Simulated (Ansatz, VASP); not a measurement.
## Lu3N2 in VASP and in Ansatz

```
Lu N
1.0
     3.56470    0.00000    0.00000
    -1.78235    3.08712    0.00000
     0.00000    0.00000    8.77686
Lu N
3 2
Direct
  0.66667 0.33333 0.16565
  0.66667 0.33333 0.83435
  0.00000 0.00000 0.50000
  0.00000 0.00000 0.00000
  0.33333 0.66667 0.50000
```

Change from the starting cell: species swapped into the Co3Ge2 type (P-6m2, No. 187).

Alike in both runs: functional PBE; k mesh 6 × 6 × 4; occupations gaussian, width 0.1 eV; no spin polarisation.

Ansatz relaxed the structure, and its values are those at the end. VASP's run is a single point on that final structure, the one shown.

|  | VASP | Ansatz |
| --- | --- | --- |
| version | VASP 6.6.1 | Ansatz 0.2.0 |
| potentials or method | VASP PAW PBE potentials, release 64 (Lu, N), cutoff 600 eV | scalar-relativistic, plane waves, PAW |
| valence electrons in the cell | 85 | 85 |

Ansatz gave:

* gap on the k mesh at the Fermi level (eV): none
* pressure (GPa): 0.0
* rms of the force components (eV/Å): 0.012

Task: What did VASP give for the same quantities?

Result: gap on the k mesh at the Fermi level (eV): none; pressure (GPa): 0.5; rms of the force components (eV/Å): 0.002.

A gap of «none» marks a metal or a gap that the smearing closes.

Spin-orbit coupling is off throughout.
